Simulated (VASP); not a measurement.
# Pb (P6_3/mmc) in VASP: relaxation of shape and atoms at fixed volume with r2SCAN

Aim: the relaxation of shape and atoms at fixed volume of Pb with r2SCAN.

All numbers are computed with VASP 6.6.1; they aren't measurements. Logs are shortened: lines on timing, memory, paths and dates and some standing lists are left out, and cuts for length are marked.

## Step 1: The cell of the first run

Symmetry: P6_3/mmc, No. 194, hexagonal system. The conventional cell has a = 3.499 Å, b = 3.499 Å, c = 5.834 Å, α = 90.00°, β = 90.00°, γ = 120.00°. Pb (site symmetry -6m2) has 12 Pb at 3.50 to 3.55 Å within 4.6 Å.

This isn't the form of Pb at room conditions, which is fcc.

## Step 2: Relaxation of shape and atoms at fixed volume, r2SCAN (30.92 Å³/atom)

Input file POSCAR:

```
Pb
1.0
    3.4988531099      0.0000000000      0.0000000000
   -1.7494265549      3.0300956772      0.0000000000
    0.0000000000      0.0000000000      5.8337087147
Pb
2
Direct
    0.3333333333      0.6666666667      0.2500000000
    0.6666666667      0.3333333333      0.7500000000
```

Input file INCAR.step1:

```
SYSTEM = Pb
ALGO = Normal
EDIFF = 1E-4
ENCUT = 600
GGA = PE
ISMEAR = 0
LASPH = .TRUE.
LCHARG = .FALSE.
LREAL = .FALSE.
LWAVE = .TRUE.
NELM = 60
PREC = Accurate
SIGMA = 0.05
```

Input file INCAR.step2:

```
SYSTEM = Pb
ALGO = Normal
EDIFF = 1E-7
EDIFFG = -0.01
ENCUT = 600
IBRION = 2
ISIF = 4
ISMEAR = 0
ISTART = 1
LASPH = .TRUE.
LCHARG = .FALSE.
LMIXTAU = .TRUE.
LREAL = .FALSE.
LWAVE = .FALSE.
METAGGA = R2SCAN
NELM = 60
NSW = 60
PREC = Accurate
SIGMA = 0.05
```

Input file KPOINTS:

```
k-points
0
G
  14 14 8
  0 0 0
```

Potentials or basis: VASP PAW PBE potentials, release 64 (Pb_d).

On the command line:

```console
cat potpaw_PBE.64/Pb_d/POTCAR > POTCAR
cp INCAR.step1 INCAR
mpirun -np 1 vasp_std > vasp.out
cp INCAR.step2 INCAR
mpirun -np 1 vasp_std > vasp.out
```

OUTCAR:

```text
SYSTEM = Pb
   EDIFF = 1E-7
   EDIFFG = -0.01
   ENCUT = 600
   IBRION = 2
   ISIF = 4
   ISMEAR = 0
   ISTART = 1
   LASPH = .TRUE.
   LREAL = .FALSE.
   METAGGA = R2SCAN
   NELM = 60
   NSW = 60
   PREC = Accurate

 ion  position               nearest neighbor table
   1  0.333  0.667  0.250-   2 3.55   2 3.55   2 3.55   2 3.55   2 3.55   2 3.55
   2  0.667  0.333  0.750-   1 3.55   1 3.55   1 3.55   1 3.55   1 3.55   1 3.55

  LATTYP: Found a hexagonal cell.
 ALAT       =     3.4988531099
 C/A-ratio  =     1.6673202708

  Lattice vectors:

 A1 = (   3.4988531099,   0.0000000000,   0.0000000000)
 A2 = (  -1.7494265549,   3.0300956772,   0.0000000000)
 A3 = (   0.0000000000,   0.0000000000,   5.8337087147)

Analysis of symmetry for initial positions (statically):
=====================================================================
 Subroutine PRICEL returns:
 Original cell was already a primitive cell.

 Routine SETGRP: Setting up the symmetry group for a
 hexagonal supercell.

 Subroutine GETGRP returns: Found 24 space group operations
 (whereof 12 operations were pure point group operations)
 out of a pool of 24 trial point group operations.

The static configuration has the point symmetry D_3d.
 The point group associated with its full space group is D_6h.

Analysis of symmetry for dynamics (positions and initial velocities):
=====================================================================
 Subroutine PRICEL returns:
 Original cell was already a primitive cell.

 Routine SETGRP: Setting up the symmetry group for a
 hexagonal supercell.

 Subroutine GETGRP returns: Found 24 space group operations
 (whereof 12 operations were pure point group operations)
 out of a pool of 24 trial point group operations.

The dynamic configuration has the point symmetry D_3d.
 The point group associated with its full space group is D_6h.

 Subroutine INISYM returns: Found 24 space group operations
 (whereof 12 operations are pure point group operations),
 and found     1 'primitive' translations

----------------------------------------------------------------------------------------

                                     Primitive cell

  volume of cell :      61.8482

  direct lattice vectors                    reciprocal lattice vectors
     3.498853110  0.000000000  0.000000000     0.285807940  0.165011291  0.000000000
    -1.749426555  3.030095677  0.000000000     0.000000000  0.330022582  0.000000000
     0.000000000  0.000000000  5.833708715     0.000000000  0.000000000  0.171417541

  length of vectors
     3.498853110  3.498853110  5.833708715     0.330022582  0.330022582  0.171417541

  position of ions in fractional coordinates (direct lattice)
     0.333333333  0.666666667  0.250000000
     0.666666667  0.333333333  0.750000000

  ion indices of the primitive-cell ions
   primitive index   ion index
                 1           1
                 2           2

----------------------------------------------------------------------------------------

 KPOINTS: k-points

Automatic generation of k-mesh.
 Grid dimensions read from file:
 generate k-points for:   14   14    8

 Generating k-lattice:

  Cartesian coordinates                     Fractional coordinates (reciprocal lattice)
     0.020414853  0.011786521  0.000000000     0.071428571  0.000000000  0.000000000
     0.000000000  0.023573042  0.000000000     0.000000000  0.071428571  0.000000000
     0.000000000  0.000000000  0.021427193     0.000000000  0.000000000  0.125000000

  Length of vectors
     0.023573042  0.023573042  0.021427193

  Shift w.r.t. Gamma in fractional coordinates (k-lattice)
     0.000000000  0.000000000  0.000000000

 Subroutine IBZKPT returns following result:
 ===========================================

 Found    120 irreducible k-points:

 Following reciprocal coordinates:
            Coordinates               Weight
  0.000000  0.000000  0.000000      1.000000
  0.071429 -0.000000  0.000000      6.000000
  0.142857  0.000000  0.000000      6.000000
  0.214286 -0.000000  0.000000      6.000000
  0.285714 -0.000000  0.000000      6.000000
  0.357143 -0.000000  0.000000      6.000000
[... 16 lines left out ...]
  0.285714  0.285714  0.000000      6.000000
  0.357143  0.285714  0.000000      6.000000
 [... further k-points ...]
   k-points           NKPTS =    120   k-points in BZ     NKDIM =    120   number of bands    NBANDS=     18
   number of dos      NEDOS =    301   number of ions     NIONS =      2
   total plane-waves  NPLWV =  37632
   dimension x,y,z NGX =    28 NGY =   28 NGZ =   48
   dimension x,y,z NGXF=    56 NGYF=   56 NGZF=   96
   ions per type =               2
   NGX,Y,Z   is equivalent  to a cutoff of  13.30, 13.30, 13.68 a.u.
   NGXF,Y,Z  is equivalent  to a cutoff of  26.61, 26.61, 27.36 a.u.
 SYSTEM =  Pb
   PREC   = accura    normal or accurate (medium, high low for compatibility)
   ISTART =      1    job   : 0-new  1-cont  2-samecut
   ICHARG =      0    charge: 1-file 2-atom 10-const
   ISPIN  =      1    spin polarized calculation?
   LNONCOLLINEAR =      F non collinear calculations
   LSORBIT =      F    spin-orbit coupling
   LASPH  =      T    aspherical Exc in radial PAW
   ENCUT  =  600.0 eV  44.10 Ry    6.64 a.u.   6.99  6.99 11.65*2*pi/ulx,y,z
   NELM   =     60;   NELMIN=  2; NELMDL=  0     # of ELM steps
   EDIFF  = 0.1E-06   stopping-criterion for ELM
   LREAL  =      F    real-space projection
   EDIFFG = -.1E-01   stopping-criterion for IOM
   NSW    =     60    number of steps for IOM
   IBRION =      2    ionic relax: 0-MD 1-quasi-New 2-CG
   NFREE  =      1    steps in history (QN), initial steepest desc. (CG)
   ISIF   =      4    stress and relaxation
   ISYM   =      2    0-nonsym 1-usesym 2-fastsym
   POTIM  = 0.5000    time-step for ionic-motion
   TEBEG  =    0.0;   TEEND  =   0.0 temperature during run
   PSTRESS=    0.0 pullay stress
   NELECT =      28.0000    total number of electrons
   NUPDOWN=      -1.0000    fix difference up-down
   EMIN   =  10.00;   EMAX   =-10.00  energy-range for DOS
   EFERMI =   0.00;   METHOD = LEGACY
   ISMEAR =     0;   SIGMA  =   0.05  broadening in eV -4-tet -1-fermi 0-gaus
   EFERMI_NEDOS =   21; number of points for ismear=-14 and -15
   IALGO  =     38    algorithm
   IMIX   =      4    mixing-type and parameters
     AMIX     =   0.40;   BMIX     =  1.00
     AMIX_MAG =   1.60;   BMIX_MAG =  1.00
  volume/ion in A,a.u.               =      30.92       208.69
  Fermi-wavevector in a.u.,A,eV,Ry     =   1.257048  2.375477 21.499519  1.580170
  Thomas-Fermi vector in A             =   2.390726
   LORBIT       =      0    0 simple, 1 ext, 2 COOP (PROOUT), +10 PAW based schemes
   METAGGA = R2SCAN    functional components
   LHFCALC =     F    Hartree Fock is set to
   AEXX    =    0.0000 exact exchange contribution
   IVDW    =     0    specifies the selected vdW correction
   LEPSILON=     F    determine dielectric tensor
   LRPA    =     F    only Hartree local field effects (RPA)
 conjugate gradient relaxation of ions
 non-spin polarized calculation
 Gauss-broadening in eV      SIGMA  =   0.05
  energy-cutoff  :      600.00
  volume of cell :       61.85
 maximum number of plane-waves:      2081
 NGX is ok and might be reduce to    28
   NGX = 13   NGY = 13   NGZ = 23

 number of electron      27.9999998 magnetization

 Free energy of the ion-electron system (eV)
  ---------------------------------------------------
  ext. energy  EPLUGINS =         0.00000000
  ---------------------------------------------------
  free energy    TOTEN  =      -112.53022402 eV

  energy without entropy =     -112.52871608  energy(sigma->0) =     -112.52947005

 E-fermi :   6.9810     XC(G=0): -10.8225

 val. band max:        6.9547630307   @ k =   0.2143   0.1429   0.3750
 cond. band min:       6.9903497875   @ k =   0.5000  -0.0000   0.1250
 fundamental gap:      0.0355867569
 Fermi energy:         6.9810462988

 k-point     1 :       0.0000    0.0000    0.0000
  band No.  band energies     occupation
      1     -10.7456      2.00000
      2     -10.7280      2.00000
      3     -10.6990      2.00000
      4     -10.6990      2.00000
      5     -10.6800      2.00000
      6     -10.6800      2.00000
[... 10 lines left out ...]
     17      14.6680      0.00000
     18      14.6680      0.00000

 k-point     2 :       0.0714   -0.0000    0.0000
  band No.  band energies     occupation
      1     -10.7422      2.00000
      2     -10.7276      2.00000
      3     -10.6926      2.00000
      4     -10.6861      2.00000
      5     -10.6779      2.00000
      6     -10.6675      2.00000
[... 10 lines left out ...]
     17      14.2671      0.00000
     18      14.7711      0.00000

 k-point     3 :       0.1429    0.0000    0.0000
  band No.  band energies     occupation
      1     -10.7570      2.00000
      2     -10.7089      2.00000
      3     -10.6883      2.00000
      4     -10.6521      2.00000
      5     -10.6499      2.00000
      6     -10.6337      2.00000
[... 10 lines left out ...]
     17      14.0185      0.00000
     18      14.6573      0.00000

 k-point     4 :       0.2143   -0.0000    0.0000
  band No.  band energies     occupation
      1     -10.7850      2.00000
      2     -10.7015      2.00000
      3     -10.6709      2.00000
      4     -10.6619      2.00000
      5     -10.6425      2.00000
      6     -10.6020      2.00000
[... 10 lines left out ...]
     17      13.2550      0.00000
     18      14.1890      0.00000

 k-point     5 :       0.2857   -0.0000    0.0000
  band No.  band energies     occupation
      1     -10.8152      2.00000
      2     -10.7148      2.00000
      3     -10.6955      2.00000
      4     -10.6596      2.00000
      5     -10.6339      2.00000
      6     -10.5507      2.00000
[... 10 lines left out ...]
     17      12.0317      0.00000
     18      13.6134      0.00000

 k-point     6 :       0.3571   -0.0000    0.0000
  band No.  band energies     occupation
      1     -10.8417      2.00000
      2     -10.7288      2.00000
      3     -10.7278      2.00000
      4     -10.6744      2.00000
      5     -10.6008      2.00000
      6     -10.5758      2.00000
[... 10 lines left out ...]
     17      10.6862      0.00000
     18      13.1162      0.00000

 k-point     7 :       0.4286   -0.0000    0.0000
  band No.  band energies     occupation
      1     -10.8597      2.00000
      2     -10.7509      2.00000
      3     -10.7392      2.00000
      4     -10.6842      2.00000
      5     -10.5919      2.00000
      6     -10.5783      2.00000
[... 10 lines left out ...]
     17       9.4745      0.00000
     18      12.7899      0.00000

 k-point     8 :       0.5000   -0.0000    0.0000
  band No.  band energies     occupation
      1     -10.8660      2.00000
      2     -10.7592      2.00000
      3     -10.7431      2.00000
      4     -10.6877      2.00000
      5     -10.5974      2.00000
      6     -10.5703      2.00000
[... 10 lines left out ...]
     17       9.2714      0.00000
     18      12.6769      0.00000
[... 229 lines left out ...]
     17       8.8970      0.00000
     18      10.5984      0.00000

 k-point    20 :       0.2143    0.2143    0.0000
  band No.  band energies     occupation
      1     -10.7356      2.00000
      2     -10.7309      2.00000
      3     -10.7222      2.00000
      4     -10.6744      2.00000
      5     -10.6076      2.00000
      6     -10.5772      2.00000
[... 10 lines left out ...]
     17      10.2449      0.00000
     18      10.9755      0.00000

 k-point    21 :       0.2857    0.2143    0.0000
  band No.  band energies     occupation
      1     -10.7611      2.00000
      2     -10.7399      2.00000
      3     -10.6827      2.00000
      4     -10.6717      2.00000
      5     -10.5952      2.00000
      6     -10.5927      2.00000
[... 10 lines left out ...]
     17       9.4886      0.00000
     18       9.9511      0.00000

 k-point    22 :       0.3571    0.2143    0.0000
  band No.  band energies     occupation
      1     -10.7753      2.00000
      2     -10.7473      2.00000
      3     -10.6655      2.00000
      4     -10.6543      2.00000
      5     -10.6086      2.00000
      6     -10.5811      2.00000
[... 10 lines left out ...]
     17       9.0213      0.00000
     18       9.1807      0.00000

 k-point    23 :       0.2857    0.2857    0.0000
  band No.  band energies     occupation
      1     -10.7777      2.00000
      2     -10.6808      2.00000
      3     -10.6792      2.00000
      4     -10.6596      2.00000
      5     -10.6119      2.00000
      6     -10.5659      2.00000
[... 10 lines left out ...]
     17       8.3142      0.00000
     18       9.1517      0.00000

 k-point    24 :       0.3571    0.2857    0.0000
  band No.  band energies     occupation
      1     -10.7836      2.00000
      2     -10.6803      2.00000
      3     -10.6486      2.00000
      4     -10.6369      2.00000
      5     -10.6254      2.00000
      6     -10.5803      2.00000
[... 10 lines left out ...]
     17       7.9243      0.00000
     18       8.5307      0.00000

 [... further k-points ...]

------------------------ aborting loop because EDIFF is reached ----------------------------------------

  FORCE on cell =-STRESS in cart. coord.  units (eV):
  Direction    XX          YY          ZZ          XY          YZ          ZX
  --------------------------------------------------------------------------------------
  -------------------------------------------------------------------------------------
  Total        0.0191144      0.0191144      0.0087227      0.0000000      0.0000000     -0.0000000
  in kB        0.4951600      0.4951600      0.2259617      0.0000000      0.0000000     -0.0000000
  external PRESSURE =       0.4054272 kB  Pullay stress =       0.0000000 kB

 VOLUME and BASIS-vectors are now :
 -----------------------------------------------------------------------------
  energy-cutoff  :      600.00
  volume of cell :       61.85
      direct lattice vectors                 reciprocal lattice vectors
     3.498853110  0.000000000  0.000000000     0.285807940  0.165011291  0.000000000
    -1.749426555  3.030095677  0.000000000     0.000000000  0.330022582  0.000000000
     0.000000000  0.000000000  5.833708715     0.000000000  0.000000000  0.171417541

 POSITION                                       TOTAL-FORCE (eV/Angst)
 -----------------------------------------------------------------------------------
     -0.00000      2.02006      1.45843        -0.000000     -0.000000      0.000000
      1.74943      1.01003      4.37528         0.000000      0.000000      0.000000
 -----------------------------------------------------------------------------------
    total drift:                               -0.000000      0.000000      0.000000

  FREE ENERGIE OF THE ION-ELECTRON SYSTEM (eV)
  ---------------------------------------------------
  free  energy   TOTEN  =      -112.5302240222 eV

  energy  without entropy=     -112.5287160755  energy(sigma->0) =     -112.52947005

 reached required accuracy - stopping structural energy minimisation
```

It took 11 min on 1 thread of Oxide Virtual Turin-like, shared host; peak memory 0.25 GiB.

What came out:

```
Free energy             : -112.5302 eV
Pressure after relaxing : 0.0 GPa
Band gap on the k mesh  : zero (bands 14 and 15 overlap by 7.70 eV)
```

Final structure:
```xyz
2
Lattice="3.4989 0.0000 0.0000 -1.7494 3.0301 0.0000 0.0000 0.0000 5.8337" Properties=species:S:1:pos:R:3 pbc="T T T"
Pb    0.0000    2.0201    1.4584
Pb    1.7494    1.0100    4.3753
```

Caveat: the relaxation stopped at its first step, so nothing moved; the PAW data sets were made with another functional, which shifts forces and pressure a little; spin-orbit coupling is left out, which moves the levels of the heavy elements.
